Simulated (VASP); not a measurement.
The system is Co.

```xyz
2
Lattice="0.0000 2.3137 2.3137 2.3137 0.0000 2.3137 2.3137 2.3137 0.0000" Properties=species:S:1:pos:R:3 pbc="T T T"
Co    2.3137    2.3137    2.3137
Co    3.4706    3.4706    3.4706
```

| Quantity | Value |
| --- | --- |
| Program | VASP 6.6.1 |
| Task | relaxation of cell and atoms |
| Functional | PBE |
| Potentials or basis | VASP PAW PBE potentials, release 64 (Co) |
| Cutoff | 600 eV |
| k mesh | 6 × 6 × 6 |
| Occupations | gaussian, width 0.1 eV |
| Spin | no spin polarisation |

At the start: pressure 33.5 GPa; volume 12.39 Å³/atom.

**Question.** Where does the relaxation end?

**Answer.** Over 4 steps the energy falls by 209.8 meV/atom and the volume is 14.75 Å³/atom (+19.1 %); space group Fd-3m (No. 227, to 0.05 Å).

Step by step:
| step | energy change (eV) | largest force (eV/Å) | pressure (GPa) | volume (Å³) |
| --- | --- | --- | --- | --- |
| 1 | 0.0000 | 0.0000 | 33.52 | 24.77 |
| 2 | -0.0896 | 0.0000 | -15.48 | 35.27 |
| 3 | -0.4193 | 0.0000 | -0.52 | 29.61 |
| 4 | -0.4195 | 0.0000 | -0.07 | 29.51 |

Final structure:
```
CELL_PARAMETERS angstrom
0.00000 2.45264 2.45264
2.45264 0.00000 2.45264
2.45264 2.45264 0.00000
ATOMIC_POSITIONS crystal
Co 0.50000 0.50000 0.50000
Co 0.75000 0.75000 0.75000
```

Caveat: the k points lie up to 0.37 Å⁻¹ apart in the final cell; the volume moved by over 15 % at a fixed basis, so the end points are rough; the run has no spin polarisation, though such a crystal can be magnetic.
